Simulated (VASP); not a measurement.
# SiC (F-43m) in VASP: notebook

Runs on SiC. Level: r2SCAN. Tasks: phonons.

Everything below comes from runs of VASP 6.6.1. Logs are shortened: lines on timing, memory, paths and dates and some standing lists are left out, and cuts for length are marked.

## (1) The cell of the first run

It takes space group F-43m (No. 216, cubic). The conventional cell has a = 4.356 Å, b = 4.356 Å, c = 4.356 Å, α = 90.00°, β = 90.00°, γ = 90.00°. Si (site symmetry -43m) has 4 C at 1.89 Å within 2.5 Å. Within 2.5 Å of C (site symmetry -43m) lie 4 Si at 1.89 Å.

## (2) Phonons, r2SCAN

File INCAR:

```
SYSTEM = SiC
  PREC = Accurate
  ENCUT = 520
  EDIFF = 1E-8
  ISMEAR = 0
  SIGMA = 0.01
  LREAL = .FALSE.
  LASPH = .TRUE.
  NELM = 60
  ALGO = Normal
  ISIF = 2
  LWAVE = .FALSE.
  LCHARG = .TRUE.
  METAGGA = R2SCAN
  LMIXTAU = .TRUE.
  NBANDS = 11
  IBRION = 6
  NFREE = 2
  POTIM = 0.015
  NSW = 1
```

File KPOINTS:

```
Automatic mesh
0
G
  8 8 8
  0 0 0
```

File POSCAR:

```
SiC
1.0
    0.0000000000      2.1781709299      2.1781709299
    2.1781709299      0.0000000000      2.1781709299
    2.1781709299      2.1781709299      0.0000000000
Si C
1 1
Direct
    0.0000000000      0.0000000000      0.0000000000
    0.7500000000      0.7500000000      0.7500000000
```

Potentials or basis: VASP PAW PBE potentials, release 64 (Si, C).

Command:

```sh
> cat potpaw_PBE.64/Si/POTCAR potpaw_PBE.64/C/POTCAR > POTCAR
> mpirun -np 1 vasp_std > vasp.out
```

OUTCAR:

```text
SYSTEM = SiC
   PREC = Accurate
   ENCUT = 520
   EDIFF = 1E-8
   ISMEAR = 0
   LREAL = .FALSE.
   LASPH = .TRUE.
   NELM = 60
   ISIF = 2
   METAGGA = R2SCAN
   IBRION = 6
   NFREE = 2
   POTIM = 0.015
   NSW = 1

 ion  position               nearest neighbor table
   1  0.000  0.000  0.000-   2 1.89   2 1.89   2 1.89   2 1.89
   2  0.750  0.750  0.750-   1 1.89   1 1.89   1 1.89   1 1.89

  LATTYP: Found a face centered cubic cell.
 ALAT       =     4.3563418598

  Lattice vectors:

 A1 = (   0.0000000000,   2.1781709299,   2.1781709299)
 A2 = (   2.1781709299,   0.0000000000,   2.1781709299)
 A3 = (   2.1781709299,   2.1781709299,   0.0000000000)

Analysis of symmetry for initial positions (statically):
=====================================================================
 Subroutine PRICEL returns:
 Original cell was already a primitive cell.

 Routine SETGRP: Setting up the symmetry group for a
 face centered cubic supercell.

 Subroutine GETGRP returns: Found 24 space group operations
 (whereof 24 operations were pure point group operations)
 out of a pool of 48 trial point group operations.

The static configuration has the point symmetry T_d .

Analysis of symmetry for dynamics (positions and initial velocities):
=====================================================================
 Subroutine PRICEL returns:
 Original cell was already a primitive cell.

 Routine SETGRP: Setting up the symmetry group for a
 face centered cubic supercell.

 Subroutine GETGRP returns: Found 24 space group operations
 (whereof 24 operations were pure point group operations)
 out of a pool of 48 trial point group operations.

The dynamic configuration has the point symmetry T_d .

 Subroutine INISYM returns: Found 24 space group operations
 (whereof 24 operations are pure point group operations),
 and found     1 'primitive' translations

----------------------------------------------------------------------------------------

                                     Primitive cell

  volume of cell :      20.6684

  direct lattice vectors                    reciprocal lattice vectors
     0.000000000  2.178170930  2.178170930    -0.229550396  0.229550396  0.229550396
     2.178170930  0.000000000  2.178170930     0.229550396 -0.229550396  0.229550396
[... 279 lines left out ...]

 Free energy of the ion-electron system (eV)
  ---------------------------------------------------
  ext. energy  EPLUGINS =         0.00000000
  ---------------------------------------------------
  free energy    TOTEN  =       -19.32384513 eV

  energy without entropy =      -19.32384513  energy(sigma->0) =      -19.32384513

 E-fermi :   8.2163     XC(G=0): -11.9393

 val. band max:        8.0704042833   @ k =   0.0000   0.0000   0.0000
 cond. band min:       9.7188020895   @ k =   0.5000   0.5000   0.0000
 fundamental gap:      1.6483978062
 Fermi energy:         8.2162835072

 k-point     1 :       0.0000    0.0000    0.0000
  band No.  band energies     occupation
      1      -8.1933      2.00000
      2       7.9197      2.00000
      3       7.9963      2.00000
      4       8.0704      2.00000
      5      14.8429      0.00000
      6      15.8213      0.00000
      7      15.8523      0.00000
      8      15.8852      0.00000
      9      23.2102      0.00000
     10      23.2105      0.00000
     11      25.7761      0.00000
[... 309 lines left out ...]
 k-point    24 :      -0.3750    0.2500    0.1250
  band No.  band energies     occupation
      1      -3.9148      2.00000
      2      -0.0622      2.00000
      3       4.1511      2.00000
      4       5.6135      2.00000
      5      13.7582      0.00000
      6      15.8617      0.00000
      7      18.9132      0.00000
      8      19.8734      0.00000
      9      22.3639      0.00000
     10      25.2546      0.00000
     11      28.5249      0.00000

 [... further k-points ...]

------------------------ aborting loop because EDIFF is reached ----------------------------------------

  FORCE on cell =-STRESS in cart. coord.  units (eV):
  Direction    XX          YY          ZZ          XY          YZ          ZX
  --------------------------------------------------------------------------------------
  -------------------------------------------------------------------------------------
  Total       -0.0234875     -0.0181265     -0.0181265      0.0000000     -0.1135002      0.0000000
  in kB       -1.8207095     -1.4051344     -1.4051344      0.0000000     -8.7983541      0.0000000
  external PRESSURE =      -1.5436594 kB  Pullay stress =       0.0000000 kB
[... 17 lines left out ...]
  FREE ENERGIE OF THE ION-ELECTRON SYSTEM (eV)
  ---------------------------------------------------
  free  energy   TOTEN  =       -19.3238451275 eV

  energy  without entropy=      -19.3238451275  energy(sigma->0) =      -19.32384513

 INTERNAL STRAIN TENSORS FROM DISPLACED ATOMS
 ============================================

 INTERNAL STRAIN TENSOR FOR ION    1 for displacements in x,y,z  (eV/Angst):
          X           Y           Z          XY          YZ          ZX
  --------------------------------------------------------------------------------
  x     0.00000     0.00000     0.00000     0.00000    -7.56746     0.00000
  y    -0.00000     0.00000    -0.00000     0.00000     0.00000    -7.56746
  z     0.00000     0.00000     0.00000    -7.56746     0.00000     0.00000

 INTERNAL STRAIN TENSOR FOR ION    2 for displacements in x,y,z  (eV/Angst):
          X           Y           Z          XY          YZ          ZX
  --------------------------------------------------------------------------------
  x    -0.00000     0.00000     0.00000     0.00000     7.56706     0.00000
  y     0.00000    -0.00000     0.00000     0.00000     0.00000     7.56706
  z     0.00000     0.00000    -0.00000     7.56706     0.00000     0.00000

 Eigenvectors and eigenvalues of the dynamical matrix
 ----------------------------------------------------

   1 f  =   23.909864 THz   150.230104 2PiTHz  797.547202 cm-1    98.883206 meV
             X         Y         Z           dx          dy          dz
      0.000000  0.000000  0.000000    -0.547291    0.000000    0.000000
      3.267256  3.267256  3.267256     0.836942    0.000000    0.000000
[... 21 lines left out ...]
   6 f/i=    0.000746 THz     0.004687 2PiTHz    0.024882 cm-1     0.003085 meV
             X         Y         Z           dx          dy          dz
      0.000000  0.000000  0.000000    -0.836942    0.000000    0.000000
      3.267256  3.267256  3.267256    -0.547291    0.000000    0.000000

 ELASTIC MODULI CONTR FROM IONIC RELAXATION (kBar)
 Direction    XX          YY          ZZ          XY          YZ          ZX
 --------------------------------------------------------------------------------
 XX          -0.0000      0.0000     -0.0000     -0.0000      0.0000     -0.0000
 YY           0.0000     -0.0000      0.0000     -0.0000     -0.0000      0.0000
 ZZ          -0.0000      0.0000     -0.0000      0.0000     -0.0000     -0.0000
 XY          -0.0000     -0.0000      0.0000   -225.5738      0.0000     -0.0000
 YZ           0.0000     -0.0000     -0.0000      0.0000   -225.5738     -0.0000
 ZX          -0.0000      0.0000     -0.0000     -0.0000     -0.0000   -225.5738
 --------------------------------------------------------------------------------
```

OSZICAR:

```text
N       E                     dE             d eps       ncg     rms          rms(c)
DAV:   1    -0.243885016740E+01   -0.24389E+01   -0.40932E+03   662   0.626E+02
DAV:   2    -0.217417129773E+02   -0.19303E+02   -0.18588E+02   825   0.110E+02
DAV:   3    -0.223244317587E+02   -0.58272E+00   -0.58160E+00   790   0.156E+01
[... 76 lines left out ...]
DAV:  11    -0.193238451948E+02   -0.11267E-06   -0.71251E-09  1525   0.762E-04    0.387E-05
DAV:  12    -0.193238451133E+02    0.81467E-07   -0.78301E-10  1216   0.236E-04    0.289E-05
DAV:  13    -0.193238451344E+02   -0.21146E-07   -0.33594E-11  1159   0.567E-05    0.108E-05
DAV:  14    -0.193238451192E+02    0.15203E-07   -0.12274E-11  1156   0.296E-05    0.721E-06
DAV:  15    -0.193238451300E+02   -0.10727E-07   -0.29904E-12  1144   0.159E-05    0.364E-06
DAV:  16    -0.193238451275E+02    0.24261E-08   -0.18516E-13  1138   0.660E-06
   5 F= -.19323845E+02 E0= -.19323845E+02  d E =-.417870E-97
```

stdout:

```text
POSCAR found type information on POSCAR SiC
 POSCAR found :  2 types and       2 ions
 scaLAPACK will be used
 -----------------------------------------------------------------------------
|                                                                             |
|                                                                             |
|     You enforced a specific xc type in the INCAR file but a different       |
|     I HOPE YOU KNOW WHAT YOU ARE DOING!                                     |
|                                                                             |
 -----------------------------------------------------------------------------

 LDA part: xc-table for (None), standard interpolation
 POSCAR, INCAR and KPOINTS ok, starting setup
 FFT: planning ... GRIDC
 FFT: planning ... GRID_SOFT
 FFT: planning ... GRID
 WAVECAR not read
 entering main loop
 Found     2 degrees of freedom:
 Finite differences POTIM= 0.01500 DOF=   2
 bond charge predicted
 Finite differences progress:
 bond charge predicted
 Finite differences progress:
 bond charge predicted
 Finite differences progress:
 bond charge predicted
 Finite differences progress:
```

Wall time 5.4 min (1 thread of Intel Xeon 8259CL, shared host); peak memory 0.17 GiB.

What came out:

```yaml
Highest_phonon_frequency_at_Γ_LO-TO_splitting_left_out: 798 cm⁻¹
```

Phonon frequencies in cm⁻¹ (negative: imaginary):
| q point | frequencies |
| --- | --- |
| (0.000, 0.000, 0.000) | 0 0 0 798 798 798 |

Caveat: the PAW data sets were made with another functional, which shifts forces and pressure a little.

## (3) Phonons, r2SCAN

File INCAR:

```
PREC     = Accurate       # precision mode
ENCUT    = 520            # plane-wave cutoff, eV
EDIFF    = 1E-8           # SCF threshold, eV
ISMEAR   = 0              # smearing method
SIGMA    = 0.01           # smearing width, eV
LREAL    = F              # projectors in reciprocal space
LASPH    = T              # aspherical terms in the spheres
NELM     = 60             # most SCF steps
ALGO     = Normal         # electronic algorithm
ISIF     = 2              # what is computed and relaxed
LWAVE    = F              # write WAVECAR
LCHARG   = T              # write CHGCAR
METAGGA  = R2SCAN         # meta-GGA
LMIXTAU  = T            
NBANDS   = 11             # bands
IBRION   = 6              # ionic algorithm
NFREE    = 2            
POTIM    = 0.015          # step
NSW      = 1              # ionic steps
```

File KPOINTS:

```
regular mesh
0
Gamma
  8 8 8
```

POSCAR is that of step 2.

Potentials or basis: VASP PAW PBE potentials, release 64 (Si, C).

Command:

```sh
> cat potpaw_PBE.64/Si/POTCAR potpaw_PBE.64/C/POTCAR > POTCAR
> mpirun -np 1 vasp_std > vasp.out
```

OUTCAR:

```text
PREC = Accurate
   ENCUT = 520
   EDIFF = 1E-8
   ISMEAR = 0
   LREAL = F
   LASPH = T
   NELM = 60
   ISIF = 2
   METAGGA = R2SCAN
   IBRION = 6
   NFREE = 2
   POTIM = 0.015
   NSW = 1

 ion  position               nearest neighbor table
   1  0.000  0.000  0.000-   2 1.89   2 1.89   2 1.89   2 1.89
   2  0.750  0.750  0.750-   1 1.89   1 1.89   1 1.89   1 1.89

  LATTYP: Found a face centered cubic cell.
 ALAT       =     4.3563418598

  Lattice vectors:

 A1 = (   0.0000000000,   2.1781709299,   2.1781709299)
 A2 = (   2.1781709299,   0.0000000000,   2.1781709299)
 A3 = (   2.1781709299,   2.1781709299,   0.0000000000)

Analysis of symmetry for initial positions (statically):
=====================================================================
 Subroutine PRICEL returns:
 Original cell was already a primitive cell.

 Routine SETGRP: Setting up the symmetry group for a
[... 674 lines left out ...]
  Total       -0.0234875     -0.0181265     -0.0181265      0.0000000     -0.1135002      0.0000000
  in kB       -1.8207095     -1.4051344     -1.4051344      0.0000000     -8.7983541      0.0000000
  external PRESSURE =      -1.5436594 kB  Pullay stress =       0.0000000 kB
[... 17 lines left out ...]
  FREE ENERGIE OF THE ION-ELECTRON SYSTEM (eV)
  ---------------------------------------------------
  free  energy   TOTEN  =       -19.3238451275 eV

  energy  without entropy=      -19.3238451275  energy(sigma->0) =      -19.32384513

 INTERNAL STRAIN TENSORS FROM DISPLACED ATOMS
 ============================================

 INTERNAL STRAIN TENSOR FOR ION    1 for displacements in x,y,z  (eV/Angst):
          X           Y           Z          XY          YZ          ZX
  --------------------------------------------------------------------------------
  x     0.00000     0.00000     0.00000     0.00000    -7.56746     0.00000
  y    -0.00000     0.00000    -0.00000     0.00000     0.00000    -7.56746
  z     0.00000     0.00000     0.00000    -7.56746     0.00000     0.00000

 INTERNAL STRAIN TENSOR FOR ION    2 for displacements in x,y,z  (eV/Angst):
          X           Y           Z          XY          YZ          ZX
  --------------------------------------------------------------------------------
  x    -0.00000     0.00000     0.00000     0.00000     7.56706     0.00000
  y     0.00000    -0.00000     0.00000     0.00000     0.00000     7.56706
  z     0.00000     0.00000    -0.00000     7.56706     0.00000     0.00000

 Eigenvectors and eigenvalues of the dynamical matrix
 ----------------------------------------------------

   1 f  =   23.909864 THz   150.230104 2PiTHz  797.547202 cm-1    98.883206 meV
             X         Y         Z           dx          dy          dz
      0.000000  0.000000  0.000000    -0.547291    0.000000    0.000000
      3.267256  3.267256  3.267256     0.836942    0.000000    0.000000
[... 21 lines left out ...]
   6 f/i=    0.000746 THz     0.004687 2PiTHz    0.024882 cm-1     0.003085 meV
             X         Y         Z           dx          dy          dz
      0.000000  0.000000  0.000000    -0.836942    0.000000    0.000000
      3.267256  3.267256  3.267256    -0.547291    0.000000    0.000000

 ELASTIC MODULI CONTR FROM IONIC RELAXATION (kBar)
 Direction    XX          YY          ZZ          XY          YZ          ZX
 --------------------------------------------------------------------------------
 XX          -0.0000      0.0000     -0.0000     -0.0000      0.0000     -0.0000
 YY           0.0000     -0.0000      0.0000     -0.0000     -0.0000      0.0000
 ZZ          -0.0000      0.0000     -0.0000      0.0000     -0.0000     -0.0000
 XY          -0.0000     -0.0000      0.0000   -225.5738      0.0000     -0.0000
 YZ           0.0000     -0.0000     -0.0000      0.0000   -225.5738     -0.0000
 ZX          -0.0000      0.0000     -0.0000     -0.0000     -0.0000   -225.5738
 --------------------------------------------------------------------------------
```

OSZICAR:

```text
N       E                     dE             d eps       ncg     rms          rms(c)
DAV:   1    -0.243885016740E+01   -0.24389E+01   -0.40932E+03   662   0.626E+02
DAV:   2    -0.217417129773E+02   -0.19303E+02   -0.18588E+02   825   0.110E+02
DAV:   3    -0.223244317587E+02   -0.58272E+00   -0.58160E+00   790   0.156E+01
[... 76 lines left out ...]
DAV:  11    -0.193238451948E+02   -0.11267E-06   -0.71251E-09  1525   0.762E-04    0.387E-05
DAV:  12    -0.193238451133E+02    0.81467E-07   -0.78301E-10  1216   0.236E-04    0.289E-05
DAV:  13    -0.193238451344E+02   -0.21146E-07   -0.33594E-11  1159   0.567E-05    0.108E-05
DAV:  14    -0.193238451192E+02    0.15203E-07   -0.12274E-11  1156   0.296E-05    0.721E-06
DAV:  15    -0.193238451300E+02   -0.10727E-07   -0.29904E-12  1144   0.159E-05    0.364E-06
DAV:  16    -0.193238451275E+02    0.24261E-08   -0.18516E-13  1138   0.660E-06
   5 F= -.19323845E+02 E0= -.19323845E+02  d E =-.417870E-97
```

stdout:

```text
POSCAR found type information on POSCAR SiC
 POSCAR found :  2 types and       2 ions
 scaLAPACK will be used
 -----------------------------------------------------------------------------
|                                                                             |
|                                                                             |
|     You enforced a specific xc type in the INCAR file but a different       |
|     I HOPE YOU KNOW WHAT YOU ARE DOING!                                     |
|                                                                             |
 -----------------------------------------------------------------------------

 LDA part: xc-table for (None), standard interpolation
 POSCAR, INCAR and KPOINTS ok, starting setup
 FFT: planning ... GRIDC
 FFT: planning ... GRID_SOFT
 FFT: planning ... GRID
 WAVECAR not read
 entering main loop
 Found     2 degrees of freedom:
 Finite differences POTIM= 0.01500 DOF=   2
 bond charge predicted
 Finite differences progress:
 bond charge predicted
 Finite differences progress:
 bond charge predicted
 Finite differences progress:
 bond charge predicted
 Finite differences progress:
```

It took 5.3 min on 1 thread of Intel Xeon 8259CL, shared host; peak memory 0.17 GiB.

Results:

| Item | Value |
| --- | --- |
| Highest phonon frequency at Γ, LO-TO splitting left out | 798 cm⁻¹ |

Phonon frequencies in cm⁻¹ (negative: imaginary):
```tsv
q point	frequencies
(0.000, 0.000, 0.000)	0 0 0 798 798 798
```

Caveat: the PAW data sets were made with another functional, which shifts forces and pressure a little.
